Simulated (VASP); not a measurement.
# BiTe (I4/mmm) in VASP: single point with PBE

Aim: the single point of BiTe with PBE.

Everything below comes from runs of VASP 6.6.1. Logs are shortened: lines on timing, memory, paths and dates and some standing lists are left out, and cuts for length are marked.

## Step 1: The cell of the first run

It takes space group I4/mmm (No. 139, tetragonal). The conventional cell has a = 4.575 Å, b = 4.575 Å, c = 6.664 Å, α = 90.00°, β = 90.00°, γ = 90.00°. Bi (site symmetry 4/mmm) has 6 Te at 3.23 to 3.33 Å within 4.3 Å. Te (site symmetry 4/mmm) has 6 Bi at 3.23 to 3.33 Å within 4.3 Å.

## Step 2: Single point, PBE (z stretched by +3 %, then relaxed in part)

Contents of INCAR:

```
PREC = Accurate
ENCUT = 520
EDIFF = 1E-6
ISMEAR = -1
SIGMA = 0.05
LREAL = F
LASPH = T
NELM = 80
ALGO = Normal
ISIF = 2
LWAVE = F
LCHARG = T
GGA = PE
LELF = T
LVHAR = T
NBANDS = 18
```

Contents of KPOINTS:

```
regular mesh
0
Gamma
  13 13 13
```

Contents of POSCAR:

```
BiTe
1.0
    0.0000000000      3.2350000000      3.3320500000
    3.2350000000      0.0000000000      3.3320500000
    3.2350000000      3.2350000000      0.0000000000
Bi Te
1 1
Direct
    0.0000000000      0.0000000000      0.0000000000
    0.5000000000      0.5000000000      0.5000000000
```

Potentials or basis: VASP PAW PBE potentials, release 64 (Bi_d, Te).

Launch:

```bash
cat potpaw_PBE.64/Bi_d/POTCAR potpaw_PBE.64/Te/POTCAR > POTCAR
mpirun -np 1 vasp_std > vasp.out
```

OUTCAR:

```text
PREC = Accurate
   ENCUT = 520
   EDIFF = 1E-6
   ISMEAR = -1
   LREAL = F
   LASPH = T
   NELM = 80
   ISIF = 2
   GGA = PE

 ion  position               nearest neighbor table
   1  0.000  0.000  0.000-   2 3.23   2 3.23   2 3.23   2 3.23   2 3.33   2 3.33
   2  0.500  0.500  0.500-   1 3.23   1 3.23   1 3.23   1 3.23   1 3.33   1 3.33

  LATTYP: Found a body centered tetragonal cell.
 ALAT       =     4.5749808743
 C/A-ratio  =     1.4566399692

  Lattice vectors:

 A1 = (  -3.2350000000,   0.0000000000,   3.3320500000)
 A2 = (   3.2350000000,   0.0000000000,   3.3320500000)
 A3 = (   0.0000000000,   3.2350000000,  -3.3320500000)

Analysis of symmetry for initial positions (statically):
=====================================================================
 Subroutine PRICEL returns:
 Original cell was already a primitive cell.

 Routine SETGRP: Setting up the symmetry group for a
 body centered tetragonal supercell.

 Subroutine GETGRP returns: Found 16 space group operations
 (whereof 16 operations were pure point group operations)
 out of a pool of 16 trial point group operations.

The static configuration has the point symmetry D_4h.

Analysis of symmetry for dynamics (positions and initial velocities):
=====================================================================
 Subroutine PRICEL returns:
 Original cell was already a primitive cell.

 Routine SETGRP: Setting up the symmetry group for a
 body centered tetragonal supercell.

 Subroutine GETGRP returns: Found 16 space group operations
 (whereof 16 operations were pure point group operations)
 out of a pool of 16 trial point group operations.

The dynamic configuration has the point symmetry D_4h.

 Subroutine INISYM returns: Found 16 space group operations
 (whereof 16 operations are pure point group operations),
 and found     1 'primitive' translations

----------------------------------------------------------------------------------------

                                     Primitive cell

  volume of cell :      69.7413

  direct lattice vectors                    reciprocal lattice vectors
     0.000000000  3.235000000  3.332050000    -0.154559505  0.154559505  0.150057772
     3.235000000  0.000000000  3.332050000     0.154559505 -0.154559505  0.150057772
     3.235000000  3.235000000  0.000000000     0.154559505  0.154559505 -0.150057772

  length of vectors
     4.644112639  4.644112639  4.574980874     0.265131319  0.265131319  0.265131319

  position of ions in fractional coordinates (direct lattice)
     0.000000000  0.000000000  0.000000000
     0.500000000  0.500000000  0.500000000

  ion indices of the primitive-cell ions
   primitive index   ion index
                 1           1
                 2           2

----------------------------------------------------------------------------------------

 KPOINTS: regular mesh

Automatic generation of k-mesh.
 Grid dimensions read from file:
 generate k-points for:   13   13   13

 Generating k-lattice:

  Cartesian coordinates                     Fractional coordinates (reciprocal lattice)
    -0.011889193  0.011889193  0.011542906     0.076923077 -0.000000000  0.000000000
     0.011889193 -0.011889193  0.011542906    -0.000000000  0.076923077  0.000000000
     0.011889193  0.011889193 -0.011542906     0.000000000  0.000000000  0.076923077

  Length of vectors
     0.020394717  0.020394717  0.020394717

  Shift w.r.t. Gamma in fractional coordinates (k-lattice)
     0.000000000  0.000000000  0.000000000

 Subroutine IBZKPT returns following result:
 ===========================================

 Found    196 irreducible k-points:

 Following reciprocal coordinates:
            Coordinates               Weight
  0.000000  0.000000  0.000000      1.000000
  0.076923  0.000000  0.000000      8.000000
  0.153846 -0.000000  0.000000      8.000000
  0.230769 -0.000000  0.000000      8.000000
  0.307692 -0.000000  0.000000      8.000000
  0.384615 -0.000000  0.000000      8.000000
[... 16 lines left out ...]
  0.384615  0.153846  0.000000      8.000000
  0.461538  0.153846  0.000000      8.000000
 [... further k-points ...]
   k-points           NKPTS =    196   k-points in BZ     NKDIM =    196   number of bands    NBANDS=     18
   number of dos      NEDOS =    301   number of ions     NIONS =      2
   total plane-waves  NPLWV =  46656
   dimension x,y,z NGX =    36 NGY =   36 NGZ =   36
   dimension x,y,z NGXF=    72 NGYF=   72 NGZF=   72
   ions per type =               1   1
   NGX,Y,Z   is equivalent  to a cutoff of  12.89, 12.89, 13.08 a.u.
   NGXF,Y,Z  is equivalent  to a cutoff of  25.77, 25.77, 26.16 a.u.
 SYSTEM =  unknown system
   PREC   = accura    normal or accurate (medium, high low for compatibility)
   ISTART =      0    job   : 0-new  1-cont  2-samecut
   ICHARG =      2    charge: 1-file 2-atom 10-const
   ISPIN  =      1    spin polarized calculation?
   LNONCOLLINEAR =      F non collinear calculations
   LSORBIT =      F    spin-orbit coupling
   LASPH  =      T    aspherical Exc in radial PAW
   ENCUT  =  520.0 eV  38.22 Ry    6.18 a.u.   8.63  8.63  8.51*2*pi/ulx,y,z
   NELM   =     80;   NELMIN=  2; NELMDL= -5     # of ELM steps
   EDIFF  = 0.1E-05   stopping-criterion for ELM
   LREAL  =      F    real-space projection
   EDIFFG = 0.1E-04   stopping-criterion for IOM
   NSW    =      0    number of steps for IOM
   IBRION =     -1    ionic relax: 0-MD 1-quasi-New 2-CG
   NFREE  =      0    steps in history (QN), initial steepest desc. (CG)
   ISIF   =      2    stress and relaxation
   ISYM   =      2    0-nonsym 1-usesym 2-fastsym
   POTIM  = 0.5000    time-step for ionic-motion
   TEBEG  =    0.0;   TEEND  =   0.0 temperature during run
   PSTRESS=    0.0 pullay stress
   NELECT =      21.0000    total number of electrons
   NUPDOWN=      -1.0000    fix difference up-down
   EMIN   =  10.00;   EMAX   =-10.00  energy-range for DOS
   EFERMI =   0.00;   METHOD = LEGACY
   ISMEAR =    -1;   SIGMA  =   0.05  broadening in eV -4-tet -1-fermi 0-gaus
   EFERMI_NEDOS =   21; number of points for ismear=-14 and -15
   IALGO  =     38    algorithm
   IMIX   =      4    mixing-type and parameters
     AMIX     =   0.40;   BMIX     =  1.00
     AMIX_MAG =   1.60;   BMIX_MAG =  1.00
  volume/ion in A,a.u.               =      34.87       235.32
  Fermi-wavevector in a.u.,A,eV,Ry     =   1.097281  2.073561 16.381766  1.204026
  Thomas-Fermi vector in A             =   2.233638
   LORBIT       =      0    0 simple, 1 ext, 2 COOP (PROOUT), +10 PAW based schemes
   GGA     = PE    functional components
[... 5 lines left out ...]
 non-spin polarized calculation
  energy-cutoff  :      520.00
  volume of cell :       69.74
 maximum number of plane-waves:      1903
   NGX = 17   NGY = 17   NGZ = 17

 number of electron      20.9999997 magnetization

 Free energy of the ion-electron system (eV)
  ---------------------------------------------------
  ext. energy  EPLUGINS =         0.00000000
  ---------------------------------------------------
  free energy    TOTEN  =        -7.17012551 eV

  energy without entropy =       -7.15885573  energy(sigma->0) =       -7.16449062

 E-fermi :   6.2958     XC(G=0):  -9.3020

 val. band max:        6.2819357984   @ k =  -0.1538   0.2308   0.0769
 cond. band min:       6.3068014670   @ k =   0.1538   0.0000   0.1538
 fundamental gap:      0.0248656687
 Fermi energy:         6.2957919365

 k-point     1 :       0.0000    0.0000    0.0000
  band No.  band energies     occupation
      1     -16.8567      2.00000
      2     -16.8549      2.00000
      3     -16.8415      2.00000
      4     -16.8415      2.00000
      5     -16.8388      2.00000
      6      -7.0340      2.00000
[... 10 lines left out ...]
     17      12.0860      0.00000
     18      12.9344      0.00000

 k-point     2 :       0.0769    0.0000    0.0000
  band No.  band energies     occupation
      1     -16.8569      2.00000
      2     -16.8547      2.00000
      3     -16.8413      2.00000
      4     -16.8412      2.00000
      5     -16.8389      2.00000
      6      -6.9831      2.00000
[... 10 lines left out ...]
     17      12.4228      0.00000
     18      13.2613      0.00000

 k-point     3 :       0.1538   -0.0000    0.0000
  band No.  band energies     occupation
      1     -16.8575      2.00000
      2     -16.8540      2.00000
      3     -16.8411      2.00000
      4     -16.8405      2.00000
      5     -16.8389      2.00000
      6      -6.8313      2.00000
[... 10 lines left out ...]
     17      13.2507      0.00000
     18      14.0801      0.00000

 k-point     4 :       0.2308   -0.0000    0.0000
  band No.  band energies     occupation
      1     -16.8584      2.00000
      2     -16.8532      2.00000
      3     -16.8412      2.00000
      4     -16.8394      2.00000
      5     -16.8385      2.00000
      6      -6.5813      2.00000
[... 10 lines left out ...]
     17      14.3083      0.00000
     18      15.1634      0.00000

 k-point     5 :       0.3077   -0.0000    0.0000
  band No.  band energies     occupation
      1     -16.8593      2.00000
      2     -16.8525      2.00000
      3     -16.8414      2.00000
      4     -16.8383      2.00000
      5     -16.8378      2.00000
      6      -6.2381      2.00000
[... 10 lines left out ...]
     17      15.2960      0.00000
     18      16.2269      0.00000

 k-point     6 :       0.3846   -0.0000    0.0000
  band No.  band energies     occupation
      1     -16.8602      2.00000
      2     -16.8520      2.00000
      3     -16.8417      2.00000
      4     -16.8373      2.00000
      5     -16.8370      2.00000
      6      -5.8108      2.00000
[... 307 lines left out ...]
 k-point    21 :       0.2308    0.1538    0.0000
  band No.  band energies     occupation
      1     -16.8559      2.00000
      2     -16.8555      2.00000
      3     -16.8419      2.00000
      4     -16.8388      2.00000
      5     -16.8387      2.00000
      6      -6.6253      2.00000
[... 10 lines left out ...]
     17      13.5056      0.00000
     18      13.7567      0.00000

 k-point    22 :       0.3077    0.1538    0.0000
  band No.  band energies     occupation
      1     -16.8564      2.00000
      2     -16.8550      2.00000
      3     -16.8427      2.00000
      4     -16.8379      2.00000
      5     -16.8376      2.00000
      6      -6.3676      2.00000
[... 10 lines left out ...]
     17      14.4073      0.00000
     18      14.6541      0.00000

 k-point    23 :       0.3846    0.1538    0.0000
  band No.  band energies     occupation
      1     -16.8574      2.00000
      2     -16.8541      2.00000
      3     -16.8430      2.00000
      4     -16.8373      2.00000
      5     -16.8366      2.00000
      6      -6.0256      2.00000
[... 10 lines left out ...]
     17      15.0690      0.00000
     18      15.6915      0.00000

 k-point    24 :       0.4615    0.1538    0.0000
  band No.  band energies     occupation
      1     -16.8585      2.00000
      2     -16.8533      2.00000
      3     -16.8427      2.00000
      4     -16.8370      2.00000
      5     -16.8360      2.00000
      6      -5.6124      2.00000
[... 10 lines left out ...]
     17      14.6684      0.00000
     18      15.6451      0.00000

 [... further k-points ...]

------------------------ aborting loop because EDIFF is reached ----------------------------------------

  FORCE on cell =-STRESS in cart. coord.  units (eV):
  Direction    XX          YY          ZZ          XY          YZ          ZX
  --------------------------------------------------------------------------------------
  -------------------------------------------------------------------------------------
  Total        0.0297717      0.0297717     -0.8652941      0.0000000      0.0000000      0.0000000
  in kB        0.6839492      0.6839492    -19.8785285      0.0000000      0.0000000      0.0000000
  external PRESSURE =      -6.1702101 kB  Pullay stress =       0.0000000 kB

 VOLUME and BASIS-vectors are now :
 -----------------------------------------------------------------------------
  energy-cutoff  :      520.00
  volume of cell :       69.74
      direct lattice vectors                 reciprocal lattice vectors
     0.000000000  3.235000000  3.332050000    -0.154559505  0.154559505  0.150057772
     3.235000000  0.000000000  3.332050000     0.154559505 -0.154559505  0.150057772
     3.235000000  3.235000000  0.000000000     0.154559505  0.154559505 -0.150057772

 POSITION                                       TOTAL-FORCE (eV/Angst)
 -----------------------------------------------------------------------------------
      0.00000      0.00000      0.00000        -0.000000     -0.000000      0.000000
      3.23500      3.23500      3.33205         0.000000      0.000000      0.000000
 -----------------------------------------------------------------------------------
    total drift:                               -0.000000      0.000000      0.000000

  FREE ENERGIE OF THE ION-ELECTRON SYSTEM (eV)
  ---------------------------------------------------
  free  energy   TOTEN  =        -7.1701255064 eV

  energy  without entropy=       -7.1588557327  energy(sigma->0) =       -7.16449062
```

Run time: 5.1 min. Hardware: 1 thread of Intel Xeon 8259CL, shared host; peak memory 0.39 GiB.

Results:

- Free energy: -7.1701 eV
- Pressure: -0.6 GPa
- Band gap on the k mesh: zero (an odd number of electrons rules out a gap without spin polarisation)

Levels at points of the mesh, in eV from the Fermi level:
```
           k point  band 7  band 8  band 9  band 10  band 11  band 12  band 13  band 14
(0.00, 0.00, 0.00)   -8.23   -2.59   -2.59    -2.22     1.67     2.31     2.31     4.57
```

Caveat: the cell differs from its parent crystal (z stretched by +3 %, then relaxed in part); spin-orbit coupling is left out, which moves the levels of the heavy elements.

The gap in the log of VASP goes by the Fermi energy; the results here count the filled bands.